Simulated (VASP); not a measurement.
Write the native input for VASP 6.6.1 that does the following.

```yaml
Task: single point
Functional: LDA
Potentials_or_basis: VASP PAW LDA potentials, release 64 (Mg_sv, Sb_d_GW)
Cutoff: 750 eV
k_mesh: 6 × 6 × 3
Occupations: fermi-dirac, width 0.05 eV
Spin: no spin polarisation
Dipole_correction: no
Mended: yes
Further_INCAR_settings: ALGO = Normal; EDIFF = 1e-06; NBANDS = 40
```

The structure of Mg2Sb3 lies in POSCAR:

```
Mg2Sb3
1.0
    4.6953600000      0.0000000000      0.0000000000
   -2.3476800000      4.0663000000      0.0000000000
    0.0000000000      0.0000000000      7.4903300000
Mg Sb
2 3
Direct
    0.3333333333      0.6666666667      0.1648300000
    0.6666666667      0.3333333333      0.8351700000
    0.3333333333      0.6666666667      0.5802700000
    0.6666666667      0.3333333333      0.4197300000
    0.0000000000      0.0000000000      0.0000000000
```

One way to write it, as run:

INCAR

```
PREC = Accurate
ENCUT = 750
EDIFF = 1E-6
ISMEAR = -1
SIGMA = 0.05
LREAL = False
LASPH = True
NELM = 120
ALGO = Normal
ISIF = 2
LWAVE = False
LCHARG = False
NBANDS = 40
GGA_COMPAT = False
```

KPOINTS

```
regular mesh
0
Gamma
  6 6 3
```

Potentials or basis: VASP PAW LDA potentials, release 64 (Mg_sv, Sb_d_GW).

Launch:

```console
$ cat potpaw_LDA.64/Mg_sv/POTCAR potpaw_LDA.64/Sb_d_GW/POTCAR > POTCAR
$ mpirun -np 1 vasp_std > vasp.out
```

Results of the run:

The pressure is -3.0 GPa, the largest force is 0.130 eV/Å and the band gap on the k mesh is zero (an odd number of electrons rules out a gap without spin polarisation).

Caveat: spin-orbit coupling is left out, which moves the levels of the heavy elements.

It took 110 s on 1 thread of Intel(R) Xeon(R) Platinum 8559C (Emerald Rapids), on a shared host, peak memory 0.36 GiB.
